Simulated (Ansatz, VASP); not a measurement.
# One calculation of FeO, two programs

File INCAR:

```
PREC = Accurate
ENCUT = 600
EDIFF = 1E-6
ISMEAR = -1
SIGMA = 0.05
LREAL = False
LASPH = True
NELM = 200
ALGO = Normal
ISIF = 2
LWAVE = False
LCHARG = False
ISPIN = 2
MAGMOM = 3 0
LORBIT = 11
LMAXMIX = 4
NBANDS = 22
GGA_COMPAT = False
```

The input KPOINTS:

```
regular mesh
0
Gamma
  9 9 9
```

Contents of POSCAR:

```
FeO
1.0
    1.4878158575      0.8589908858      2.4681429078
   -1.4878158575      0.8589908858      2.4681429078
    0.0000000000     -1.7179817717      2.4681429078
Fe O
1 1
Direct
    0.0000000000      0.0000000000      0.0000000000
    0.5000000000      0.5000000000      0.5000000000
```

File input.yaml:

```yaml
crystal:
  lattice:
    - [1.4878158575, 0.8589908858, 2.4681429078]
    - [-1.4878158575, 0.8589908858, 2.4681429078]
    - [0.0, -1.7179817717, 2.4681429078]
  atoms:
    - { symbol: Fe, position: [0.0, 0.0, 0.0], spin: 3.0 }
    - { symbol: O, position: [0.5, 0.5, 0.5] }
hamiltonian:
  xc: lda
  pseudopotentials: { kind: paw }
magnetization:
  spin_polarized: true
kpoints:
  mp_grid: { grid: [9, 9, 9] }
scf:
  occupations: { method: fermi_dirac, width: 0.05 }
output:
  forces: true
  stress: true
  eigenvalues: true
  write_density: true
  write_potential: true
  elf: true
  volumetric_format: npy
```

Alike in both runs: task single point; functional LDA; k mesh 9 × 9 × 9; occupations fermi-dirac, width 0.05 eV; collinear spin.

|  | VASP | Ansatz |
| --- | --- | --- |
| version | VASP 6.6.1 | Ansatz 0.2.0 |
| potentials or method | VASP PAW LDA potentials, release 64 (Fe_sv, O) | Ansatz PAW |
| plane-wave cutoff (eV) | 600 | 420 |
| valence electrons in the cell | 22 | 22 |

|  | VASP | Ansatz | Ansatz less VASP |
| --- | --- | --- | --- |
| gap on the k mesh at the Fermi level (eV) | none | none | - |
| pressure (GPa) | -9.9 | -6.2 | +3.73 |
| traceless stress, the component that is largest in VASP (GPa) | -0.74 | -0.71 | +0.024 |
| net moment per atom (μB) | 1.93 | 1.98 | +0.048 |
| size of the moment on the site where the two differ most (μB) | 0.29 | 0.34 | +0.047 |

LDA's correlation is that of Perdew and Zunger in VASP and of Perdew and Wang (1992) in Ansatz. Site moments also hang on the region over which each program counts them. A gap of «none» marks a metal or a gap that the smearing closes.
